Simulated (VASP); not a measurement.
## Ga: single point with LDA

The system is Ga.

```
Ga
1.0
     1.38300   -4.02650    0.00000
     1.38300    4.02650    0.00000
    -0.11745    0.00000    3.32993
Ga
2
Cartesian
  1.2949 2.9716 2.4974
  1.3536 -2.9716 0.8325
```

- Program: VASP 6.6.1
- Task: single point
- Functional: LDA
- Potentials or basis: VASP PAW LDA potentials, release 64 (Ga_d)
- Cutoff: 520 eV
- k mesh: 10 × 10 × 8
- Occupations: fermi-dirac, width 0.05 eV
- Spin: no spin polarisation
- Dipole correction: no
- Further INCAR settings: ALGO = Fast; EDIFF = 1e-07; NBANDS = 20

The pressure is -3.9 GPa, the largest force is 0.183 eV/Å and the band gap on the k mesh is zero (band 13 reaches 9.36 eV, above the bottom of band 14 at 1.04 eV).

Forces in eV/Å, atoms in the order of the input:
```
Ga   0.000 -0.183  0.000
Ga   0.000  0.183  0.000
```

Stress tensor (GPa, compression positive):
```
-3.42  0.00  0.39
 0.00 -3.90  0.00
 0.39  0.00 -4.40
```

Levels at points of the mesh, in eV from the Fermi level:
| k point | band 11 | band 12 | band 13 | band 14 | band 15 | band 16 |
| --- | --- | --- | --- | --- | --- | --- |
| (0.00, 0.00, 0.00) | -11.22 | -2.06 | -1.70 | 1.62 | 5.55 | 9.63 |
| (0.50, 0.00, 0.00) | -6.08 | -5.00 | -1.32 | -0.02 | 5.71 | 6.51 |
| (0.50, 0.50, 0.00) | -9.09 | -8.59 | 3.98 | 4.55 | 5.80 | 6.02 |
| (0.00, 0.00, 0.50) | -7.78 | -7.78 | 1.72 | 1.72 | 2.43 | 2.43 |
| (0.50, 0.00, 0.50) | -2.90 | -2.88 | -1.62 | -1.51 | 1.74 | 2.29 |
| (0.50, 0.50, 0.50) | -6.04 | -6.04 | -4.34 | -4.34 | 10.78 | 10.78 |

It used 320 s of CPU time on 1 thread of AMD EPYC 7R13 Processor (Zen 3) (shared host).
